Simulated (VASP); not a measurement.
Ge:

```
CELL_PARAMETERS angstrom
5.93000 0.00000 0.00000
0.00000 5.93000 0.00000
0.00000 0.00000 6.98000
ATOMIC_POSITIONS crystal
Ge 0.09120 0.09120 0.00000
Ge 0.40880 0.59120 0.75000
Ge 0.90880 0.90880 0.50000
Ge 0.59120 0.40880 0.25000
Ge 0.17300 0.37840 0.24860
Ge 0.12160 0.67300 0.99860
Ge 0.82700 0.62160 0.74860
Ge 0.87840 0.32700 0.49860
Ge 0.67300 0.12160 0.00140
Ge 0.62160 0.82700 0.25140
Ge 0.32700 0.87840 0.50140
Ge 0.37840 0.17300 0.75140
```

* Program: VASP 6.6.1
* Task: relaxation of cell and atoms
* Functional: BLYP
* Potentials or basis: VASP PAW PBE potentials, release 64 (Ge_d)
* Cutoff: 600 eV
* k mesh: 3 × 3 × 3
* Occupations: fermi-dirac, width 0.05 eV
* Spin: no spin polarisation

At the start: pressure 9.0 GPa; volume 20.45 Å³/atom.

**Question.** Where does the relaxation end?

**Answer.** Over 17 steps the energy falls by 78.8 meV/atom and the volume is 23.72 Å³/atom (+16.0 %); space group P4_32_12 (No. 96, to 0.1 Å) before and after.

Step by step:
| step | energy change (eV) | largest force (eV/Å) | pressure (GPa) | volume (Å³) |
| --- | --- | --- | --- | --- |
| 1 | 0.0000 | 0.3408 | 9.01 | 245.45 |
| 2 | -0.8827 | 0.1907 | -0.98 | 288.61 |
| 3 | -0.9079 | 0.1454 | 0.08 | 281.30 |
| 4 | -0.9078 | 0.1512 | -0.03 | 282.05 |
| 5 | -0.9172 | 0.1145 | 0.06 | 282.46 |
| 6 | -0.9289 | 0.1395 | -0.12 | 283.66 |
| 7 | -0.9338 | 0.0728 | 0.06 | 282.84 |
| 8 | -0.9340 | 0.0629 | 0.01 | 282.70 |
| 9 | -0.9373 | 0.0479 | 0.02 | 282.61 |
| 10 | -0.9420 | 0.0298 | 0.04 | 282.35 |
| 11 | -0.9444 | 0.0209 | 0.05 | 282.95 |
| 12 | -0.9448 | 0.0210 | 0.07 | 283.15 |
| 13 | -0.9451 | 0.0304 | 0.04 | 283.55 |
| 14 | -0.9455 | 0.0312 | -0.10 | 284.84 |
| 15 | -0.9456 | 0.0280 | -0.03 | 284.40 |
| 16 | -0.9456 | 0.0284 | -0.02 | 284.52 |
| 17 | -0.9462 | 0.0099 | -0.05 | 284.61 |

Final structure:
```cif
data_structure
_symmetry_space_group_name_H-M 'P 1'
_symmetry_Int_Tables_number 1
_cell_length_a 6.1690
_cell_length_b 6.1690
_cell_length_c 7.4787
_cell_angle_alpha 90.000
_cell_angle_beta 90.000
_cell_angle_gamma 90.000
_cell_volume 284.61
loop_
_atom_site_label
_atom_site_type_symbol
_atom_site_fract_x
_atom_site_fract_y
_atom_site_fract_z
_atom_site_occupancy
Ge1 Ge 0.08472 0.08472 0.00000 1
Ge2 Ge 0.41528 0.58472 0.75000 1
Ge3 Ge 0.91528 0.91528 0.50000 1
Ge4 Ge 0.58472 0.41528 0.25000 1
Ge5 Ge 0.16868 0.37279 0.24405 1
Ge6 Ge 0.12721 0.66868 0.99405 1
Ge7 Ge 0.83132 0.62721 0.74405 1
Ge8 Ge 0.87279 0.33132 0.49405 1
Ge9 Ge 0.66868 0.12721 0.00595 1
Ge10 Ge 0.62721 0.83132 0.25595 1
Ge11 Ge 0.33132 0.87279 0.50595 1
Ge12 Ge 0.37279 0.16868 0.75595 1
```

Caveat: the volume moved by over 15 % at a fixed basis, so the end points are rough; the PAW data sets were made with another functional, which shifts forces and pressure a little.
